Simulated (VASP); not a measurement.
# Be (P6_3/mmc) in VASP: electric field gradients with r2SCAN

Aim: the electric field gradients of Be with r2SCAN.

Program: VASP 6.6.1. These are calculated values, not measurements. Logs are shortened: lines on timing, memory, paths and dates and some standing lists are left out, and cuts for length are marked.

## (1) The cell of the first run

It takes space group P6_3/mmc (No. 194, hexagonal). The conventional cell has a = 2.285 Å, b = 2.285 Å, c = 3.584 Å, α = 90.00°, β = 90.00°, γ = 120.00°. Be (site symmetry -6m2) has 12 Be at 2.23 to 2.29 Å within 2.9 Å.

## (2) Electric field gradients, r2SCAN

The input, POSCAR:

```
Be
1.0
    2.2853000000      0.0000000000      0.0000000000
   -1.1426500000      1.9791278553      0.0000000000
    0.0000000000      0.0000000000      3.5842000000
Be
2
Direct
    0.3333333333      0.6666666667      0.2500000000
    0.6666666667      0.3333333333      0.7500000000
```

The input, INCAR.step1:

```
ALGO     = Normal         # electronic algorithm
EDIFF    = 1E-4           # SCF threshold, eV
ENCUT    = 520            # plane-wave cutoff, eV
GGA      = PE             # functional
ISMEAR   = -1             # smearing method
LASPH    = True           # aspherical terms in the spheres
LCHARG   = False          # write CHGCAR
LREAL    = False          # projectors in reciprocal space
LWAVE    = True           # write WAVECAR
NBANDS   = 9              # bands
NELM     = 80             # most SCF steps
PREC     = Accurate       # precision mode
SIGMA    = 0.05           # smearing width, eV
```

The input, INCAR.step2:

```
ALGO     = Normal         # electronic algorithm
EDIFF    = 1E-8           # SCF threshold, eV
ENCUT    = 520            # plane-wave cutoff, eV
ISIF     = 2              # what is computed and relaxed
ISMEAR   = -1             # smearing method
ISTART   = 1            
LASPH    = True           # aspherical terms in the spheres
LCHARG   = False          # write CHGCAR
LEFG     = True         
LMIXTAU  = True         
LREAL    = False          # projectors in reciprocal space
LWAVE    = False          # write WAVECAR
METAGGA  = R2SCAN         # meta-GGA
NBANDS   = 9              # bands
NELM     = 80             # most SCF steps
PREC     = Accurate       # precision mode
SIGMA    = 0.05           # smearing width, eV
```

The input, KPOINTS:

```
k-points
0
Gamma
  16 16 9
```

Potentials or basis: VASP PAW PBE potentials, release 64 (Be).

Run with:

```console
$ cat potpaw_PBE.64/Be/POTCAR > POTCAR
$ cp INCAR.step1 INCAR
$ mpirun -np 1 vasp_std > vasp.out
$ cp INCAR.step2 INCAR
$ mpirun -np 1 vasp_std > vasp.out
```

OUTCAR:

```text
EDIFF = 1E-8
   ENCUT = 520
   ISIF = 2
   ISMEAR = -1
   ISTART = 1
   LASPH = True
   LREAL = False
   METAGGA = R2SCAN
   NELM = 80
   PREC = Accurate

 ion  position               nearest neighbor table
   1  0.333  0.667  0.250-   2 2.23   2 2.23   2 2.23   2 2.23   2 2.23   2 2.23
   2  0.667  0.333  0.750-   1 2.23   1 2.23   1 2.23   1 2.23   1 2.23   1 2.23

  LATTYP: Found a hexagonal cell.
 ALAT       =     2.2853000000
 C/A-ratio  =     1.5683717674

  Lattice vectors:

 A1 = (   2.2853000000,   0.0000000000,   0.0000000000)
 A2 = (  -1.1426500000,   1.9791278553,   0.0000000000)
 A3 = (   0.0000000000,   0.0000000000,   3.5842000000)

Analysis of symmetry for initial positions (statically):
=====================================================================
 Subroutine PRICEL returns:
 Original cell was already a primitive cell.

 Routine SETGRP: Setting up the symmetry group for a
 hexagonal supercell.

 Subroutine GETGRP returns: Found 24 space group operations
 (whereof 12 operations were pure point group operations)
 out of a pool of 24 trial point group operations.

The static configuration has the point symmetry D_3d.
 The point group associated with its full space group is D_6h.

Analysis of symmetry for dynamics (positions and initial velocities):
=====================================================================
 Subroutine PRICEL returns:
 Original cell was already a primitive cell.

 Routine SETGRP: Setting up the symmetry group for a
 hexagonal supercell.

 Subroutine GETGRP returns: Found 24 space group operations
 (whereof 12 operations were pure point group operations)
 out of a pool of 24 trial point group operations.

The dynamic configuration has the point symmetry D_3d.
 The point group associated with its full space group is D_6h.

 Subroutine INISYM returns: Found 24 space group operations
 (whereof 12 operations are pure point group operations),
 and found     1 'primitive' translations

----------------------------------------------------------------------------------------

                                     Primitive cell

  volume of cell :      16.2110

  direct lattice vectors                    reciprocal lattice vectors
     2.285300000  0.000000000  0.000000000     0.437579311  0.252636533  0.000000000
    -1.142650000  1.979127855  0.000000000     0.000000000  0.505273066  0.000000000
     0.000000000  0.000000000  3.584200000     0.000000000  0.000000000  0.279002288

  length of vectors
     2.285300000  2.285300000  3.584200000     0.505273066  0.505273066  0.279002288

  position of ions in fractional coordinates (direct lattice)
     0.333333333  0.666666667  0.250000000
     0.666666667  0.333333333  0.750000000

  ion indices of the primitive-cell ions
   primitive index   ion index
                 1           1
                 2           2

----------------------------------------------------------------------------------------

 KPOINTS: k-points

Automatic generation of k-mesh.
 Grid dimensions read from file:
 generate k-points for:   16   16    9

 Generating k-lattice:

  Cartesian coordinates                     Fractional coordinates (reciprocal lattice)
     0.027348707  0.015789783  0.000000000     0.062500000  0.000000000  0.000000000
     0.000000000  0.031579567  0.000000000     0.000000000  0.062500000  0.000000000
     0.000000000  0.000000000  0.031000254     0.000000000  0.000000000  0.111111111

  Length of vectors
     0.031579567  0.031579567  0.031000254

  Shift w.r.t. Gamma in fractional coordinates (k-lattice)
     0.000000000  0.000000000  0.000000000

 Subroutine IBZKPT returns following result:
 ===========================================

 Found    150 irreducible k-points:

 Following reciprocal coordinates:
            Coordinates               Weight
  0.000000  0.000000  0.000000      1.000000
  0.062500 -0.000000  0.000000      6.000000
  0.125000 -0.000000  0.000000      6.000000
  0.187500  0.000000  0.000000      6.000000
  0.250000 -0.000000  0.000000      6.000000
  0.312500  0.000000  0.000000      6.000000
[... 16 lines left out ...]
  0.187500  0.187500  0.000000      6.000000
  0.250000  0.187500  0.000000     12.000000
 [... further k-points ...]
   k-points           NKPTS =    150   k-points in BZ     NKDIM =    150   number of bands    NBANDS=      9
   number of dos      NEDOS =    301   number of ions     NIONS =      2
   total plane-waves  NPLWV =   9072
   dimension x,y,z NGX =    18 NGY =   18 NGZ =   28
   dimension x,y,z NGXF=    36 NGYF=   36 NGZF=   56
   ions per type =               2
   NGX,Y,Z   is equivalent  to a cutoff of  13.09, 13.09, 12.99 a.u.
   NGXF,Y,Z  is equivalent  to a cutoff of  26.19, 26.19, 25.97 a.u.
 SYSTEM =  unknown system
   PREC   = accura    normal or accurate (medium, high low for compatibility)
   ISTART =      1    job   : 0-new  1-cont  2-samecut
   ICHARG =      0    charge: 1-file 2-atom 10-const
   ISPIN  =      1    spin polarized calculation?
   LNONCOLLINEAR =      F non collinear calculations
   LSORBIT =      F    spin-orbit coupling
   LASPH  =      T    aspherical Exc in radial PAW
   ENCUT  =  520.0 eV  38.22 Ry    6.18 a.u.   4.25  4.25  6.66*2*pi/ulx,y,z
   NELM   =     80;   NELMIN=  2; NELMDL=  0     # of ELM steps
   EDIFF  = 0.1E-07   stopping-criterion for ELM
   LREAL  =      F    real-space projection
   EDIFFG = 0.1E-06   stopping-criterion for IOM
   NSW    =      0    number of steps for IOM
   IBRION =     -1    ionic relax: 0-MD 1-quasi-New 2-CG
   NFREE  =      0    steps in history (QN), initial steepest desc. (CG)
   ISIF   =      2    stress and relaxation
   ISYM   =      2    0-nonsym 1-usesym 2-fastsym
   POTIM  = 0.5000    time-step for ionic-motion
   TEBEG  =    0.0;   TEEND  =   0.0 temperature during run
   PSTRESS=    0.0 pullay stress
   NELECT =       4.0000    total number of electrons
   NUPDOWN=      -1.0000    fix difference up-down
   EMIN   =  10.00;   EMAX   =-10.00  energy-range for DOS
   EFERMI =   0.00;   METHOD = LEGACY
   ISMEAR =    -1;   SIGMA  =   0.05  broadening in eV -4-tet -1-fermi 0-gaus
   EFERMI_NEDOS =   21; number of points for ismear=-14 and -15
   IALGO  =     38    algorithm
   IMIX   =      4    mixing-type and parameters
     AMIX     =   0.40;   BMIX     =  1.00
     AMIX_MAG =   1.60;   BMIX_MAG =  1.00
  volume/ion in A,a.u.               =       8.11        54.70
  Fermi-wavevector in a.u.,A,eV,Ry     =   1.026814  1.940397 14.345258  1.054347
  Thomas-Fermi vector in A             =   2.160726
   LORBIT       =      0    0 simple, 1 ext, 2 COOP (PROOUT), +10 PAW based schemes
   METAGGA = R2SCAN    functional components
   LHFCALC =     F    Hartree Fock is set to
   AEXX    =    0.0000 exact exchange contribution
   IVDW    =     0    specifies the selected vdW correction
   LEPSILON=     F    determine dielectric tensor
   LRPA    =     F    only Hartree local field effects (RPA)
 non-spin polarized calculation
  energy-cutoff  :      520.00
  volume of cell :       16.21
 maximum number of plane-waves:       453
 NGX is ok and might be reduce to    18
   NGX =  9   NGY =  9   NGZ = 13

 number of electron       4.0000000 magnetization

 Free energy of the ion-electron system (eV)
  ---------------------------------------------------
  ext. energy  EPLUGINS =         0.00000000
  ---------------------------------------------------
  free energy    TOTEN  =        -8.68328678 eV

  energy without entropy =       -8.68241461  energy(sigma->0) =       -8.68285069

 E-fermi :   6.9112     XC(G=0): -11.1751

 val. band max:        6.8885166259   @ k =   0.3125   0.1250   0.0000
 cond. band min:       6.9645654595   @ k =   0.2500   0.2500   0.1111
 fundamental gap:      0.0760488336
 Fermi energy:         6.9112060118

 k-point     1 :       0.0000    0.0000    0.0000
  band No.  band energies     occupation
      1      -5.1701      2.00000
      2       2.3058      2.00000
      3       7.9745      0.00000
      4      23.8555      0.00000
      5      23.8555      0.00000
      6      26.8609      0.00000
      7      26.8609      0.00000
      8      29.2640      0.00000
      9      34.9193      0.00000

 k-point     2 :       0.0625   -0.0000    0.0000
  band No.  band energies     occupation
      1      -5.0501      2.00000
      2       2.4594      2.00000
      3       8.0169      0.00000
      4      22.8293      0.00000
      5      23.1107      0.00000
      6      26.8682      0.00000
      7      27.2814      0.00000
      8      29.0220      0.00000
      9      33.2150      0.00000

 k-point     3 :       0.1250   -0.0000    0.0000
  band No.  band energies     occupation
      1      -4.6899      2.00000
      2       2.9198      2.00000
      3       8.1334      0.00000
      4      20.4741      0.00000
      5      21.7290      0.00000
      6      26.7805      0.00000
      7      27.5934      0.00000
      8      28.1404      0.00000
      9      30.6373      0.00000
[... 229 lines left out ...]
 k-point    23 :       0.1875    0.1875    0.0000
  band No.  band energies     occupation
      1      -1.9221      2.00000
      2       6.4143      1.99990
      3       8.4779      0.00000
      4      12.6563      0.00000
      5      15.7574      0.00000
      6      21.6563      0.00000
      7      23.6567      0.00000
      8      24.3584      0.00000
      9      26.4128      0.00000

 k-point    24 :       0.2500    0.1875    0.0000
  band No.  band energies     occupation
      1      -0.7208      2.00000
      2       7.9031      0.00000
      3       8.0224      0.00000
      4      10.9135      0.00000
      5      14.9158      0.00000
      6      19.4506      0.00000
      7      22.4094      0.00000
      8      23.7093      0.00000
      9      24.5612      0.00000

 [... further k-points ...]

------------------------ aborting loop because EDIFF is reached ----------------------------------------

  FORCE on cell =-STRESS in cart. coord.  units (eV):
  Direction    XX          YY          ZZ          XY          YZ          ZX
  --------------------------------------------------------------------------------------
  -------------------------------------------------------------------------------------
  Total       -0.2970569     -0.2970569     -0.2383365      0.0000000      0.0000000      0.0000000
  in kB      -29.3589782    -29.3589782    -23.5554744      0.0000000      0.0000000      0.0000000
  external PRESSURE =     -27.4244770 kB  Pullay stress =       0.0000000 kB

 VOLUME and BASIS-vectors are now :
 -----------------------------------------------------------------------------
  energy-cutoff  :      520.00
  volume of cell :       16.21
      direct lattice vectors                 reciprocal lattice vectors
     2.285300000  0.000000000  0.000000000     0.437579311  0.252636533  0.000000000
    -1.142650000  1.979127855  0.000000000     0.000000000  0.505273066  0.000000000
     0.000000000  0.000000000  3.584200000     0.000000000  0.000000000  0.279002288

 POSITION                                       TOTAL-FORCE (eV/Angst)
 -----------------------------------------------------------------------------------
     -0.00000      1.31942      0.89605         0.000000     -0.000000      0.000000
      1.14265      0.65971      2.68815        -0.000000      0.000000      0.000000
 -----------------------------------------------------------------------------------
    total drift:                                0.000000     -0.000000      0.000000

  FREE ENERGIE OF THE ION-ELECTRON SYSTEM (eV)
  ---------------------------------------------------
  free  energy   TOTEN  =        -8.6832867752 eV

  energy  without entropy=       -8.6824146072  energy(sigma->0) =       -8.68285069

 Electric field gradients (V/A^2)
---------------------------------------------------------------------
 ion       V_xx      V_yy      V_zz      V_xy      V_xz      V_yz
---------------------------------------------------------------------
   1       0.278     0.278    -0.556    -0.000    -0.000     0.000
   2       0.278     0.278    -0.556    -0.000     0.000    -0.000
---------------------------------------------------------------------

 Electric field gradients after diagonalization (V/A^2)
 (convention: |V_zz| > |V_xx| > |V_yy|)
----------------------------------------------------------------------
 ion       V_xx      V_yy      V_zz     asymmetry (V_yy - V_xx)/ V_zz
----------------------------------------------------------------------
   1       0.278     0.278    -0.556       0.000
   2       0.278     0.278    -0.556       0.000
----------------------------------------------------------------------

           NMR quadrupolar parameters

 Cq : quadrupolar parameter    Cq=e*Q*V_zz/h
 eta: asymmetry parameters     (V_yy - V_xx)/ V_zz
 Q  : nuclear electric quadrupole moment in mb (millibarn)
----------------------------------------------------------------------
 ion       Cq(MHz)       eta       Q (mb)
----------------------------------------------------------------------
   1      -0.001       0.000       1.000
   2      -0.001       0.000       1.000
----------------------------------------------------------------------
```

It took 99 s on 1 thread of Intel Xeon 8259CL, shared host; peak memory 0.13 GiB.

What came out:

- Free energy: -8.6833 eV
- Pressure: -2.7 GPa
- Band gap on the k mesh: zero (bands 2 and 3 overlap by 1.71 eV)
- Largest electric field gradient by atom: Be -0.6 V/Å²

Electric field gradients, principal values (V/Å²):
```tsv
atom	least	middle	greatest (by size)
1 Be	0.278	0.278	-0.556
2 Be	0.278	0.278	-0.556
```

Caveat: without QUAD_EFG the Cq values of the log hold for a quadrupole moment of 1 mb, not for the nuclei; the PAW data sets were made with another functional, which shifts forces and pressure a little.
